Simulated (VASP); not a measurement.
Wanted: the native input for a VASP 6.6.1 run.

| Quantity | Value |
| --- | --- |
| Task | single point |
| Functional | PBEsol |
| Potentials or basis | VASP PAW PBE potentials, release 64 (Mg, O) |
| Cutoff | 520 eV |
| k mesh | 8 × 5 × 1 |
| Occupations | gaussian, width 0.1 eV |
| Spin | no spin polarisation |
| Dipole correction | yes |
| Further INCAR settings | ALGO = Normal; EDIFF = 1e-07; NBANDS = 15 |

The structure of Mg4O lies in POSCAR:

```
Mg4O
1.0
    3.1881999939      0.0000000000      0.0000000000
    0.0000000000      5.1084658709      0.0000000000
    0.0000000000      0.0000000000     19.1358427726
Mg O
4 1
Direct
    0.0000000000      0.7500000000      0.2090318178
    0.5000000000      0.2500000000      0.2571276385
    0.5000000000      0.7500000000      0.3576109084
    0.0000000000      0.2500000000      0.3990335238
    0.5000000000      0.6250000000      0.4438508090
```

The input as run:

INCAR

```
PREC = Accurate
ENCUT = 520
EDIFF = 1E-7
ISMEAR = 0
SIGMA = 0.1
LREAL = F
LASPH = T
NELM = 100
ALGO = Normal
ISIF = 2
LWAVE = F
LCHARG = F
LDIPOL = T
IDIPOL = 3
DIPOL = 0.5 0.5 0.333
GGA = PS
NBANDS = 15
```

KPOINTS

```
regular mesh
0
Gamma
  8 5 1
```

Potentials or basis: VASP PAW PBE potentials, release 64 (Mg, O).

The run is started by

```console
$ cat potpaw_PBE.64/Mg/POTCAR potpaw_PBE.64/O/POTCAR > POTCAR
$ mpirun -np 1 vasp_std > vasp.out
```

It gave:

```yaml
Largest_force: 2.479 eV/Å
Band_gap_on_the_k_mesh: zero (bands 7 and 8 overlap by 0.64 eV)
```

Caveat: the PAW data sets were made with another functional, which shifts forces and pressure a little.

Wall time 4.2 min on 1 thread of Intel Xeon 8259CL (shared host), peak memory 0.37 GiB.
